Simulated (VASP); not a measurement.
A run of VASP 6.6.1 is set up as follows.

File INCAR:

```
SYSTEM = TiPt3
  ALGO = Normal
  EDIFF = 1E-7
  ENCUT = 520
  GGA = PE
  ISIF = 2
  ISMEAR = -1
  LASPH = .True.
  LCHARG = .False.
  LREAL = .False.
  LWAVE = .False.
  NBANDS = 29
  NELM = 100
  PREC = Accurate
  SIGMA = 0.05
```

The input KPOINTS:

```
k-points
0
Gamma
  4 4 4
  0 0 0
```

Contents of POSCAR:

```
TiPt3
1.0
    3.8970000000      0.0000000000      0.0000000000
    0.0000000000      3.8970000000      0.0000000000
    0.0000000000      0.0000000000      3.8970000000
Pt Ti
3 1
Direct
    0.5000000000      0.5000000000      0.0000000000
    0.5000000000      0.0000000000      0.5000000000
    0.0000000000      0.5000000000      0.5000000000
    0.0000000000      0.0000000000      0.0000000000
```

Potentials or basis: VASP PAW PBE potentials, release 64 (Pt, Ti_sv).

Run with:

```sh
$ cat potpaw_PBE.64/Pt/POTCAR potpaw_PBE.64/Ti_sv/POTCAR > POTCAR
$ mpirun -np 1 vasp_std > vasp.out
```

Task: Estimate the pressure.

Result: 9.5 GPa.

Task: Predict the band gap on the k mesh.

Result: Zero (bands 21 and 22 overlap by 1.87 eV).

Caveat: the k points lie up to 0.40 Å⁻¹ apart, too coarse for converged energies and pressures of a metal; spin-orbit coupling is left out, which moves the levels of the heavy elements.
